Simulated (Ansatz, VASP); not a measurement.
## TaF3: VASP beside Ansatz

```
Ta F
1.0
     3.78416    0.00000    0.00000
     0.00000    3.78416    0.00000
     0.00000    0.00000    3.90120
Ta F
1 3
Direct
  0.00000 0.00000 0.00000
  0.50000 0.00000 0.00000
  0.00000 0.50000 0.00000
  0.00000 0.00000 0.50000
```

Change from the starting cell: strain -0.030 along x and y, +0.000 along z, atoms carried along.

Alike in both runs: task single point; functional LDA; k mesh 12 × 12 × 12; occupations gaussian, width 0.15 eV; no spin polarisation.

```csv
,VASP,Ansatz
version,VASP 6.6.1,Ansatz 0.2.0
potentials or method,"VASP PAW LDA potentials, release 64 (Ta_pv, F), cutoff 600 eV","scalar-relativistic, plane waves, PAW"
valence electrons in the cell,32,34
```

VASP gave:

- gap on the k mesh at the Fermi level (eV): none
- pressure (GPa): 30.4
- traceless stress, the component that is largest in VASP (GPa): -10.48

Problem. Which values does Ansatz return?

Solution. gap on the k mesh at the Fermi level (eV): none; pressure (GPa): 29.3; traceless stress, the component that is largest in VASP (GPa): -10.25.

LDA's correlation is that of Perdew and Zunger in VASP and of Perdew and Wang (1992) in Ansatz. A gap of «none» marks a metal or a gap that the smearing closes. Both programs put the cell under a high pressure, so it lies far from rest at this level. VASP's potentials hold 32 valence electrons a cell and Ansatz's 34, so a difference there can come from the potentials and not from the codes.

Spin-orbit coupling is off throughout.
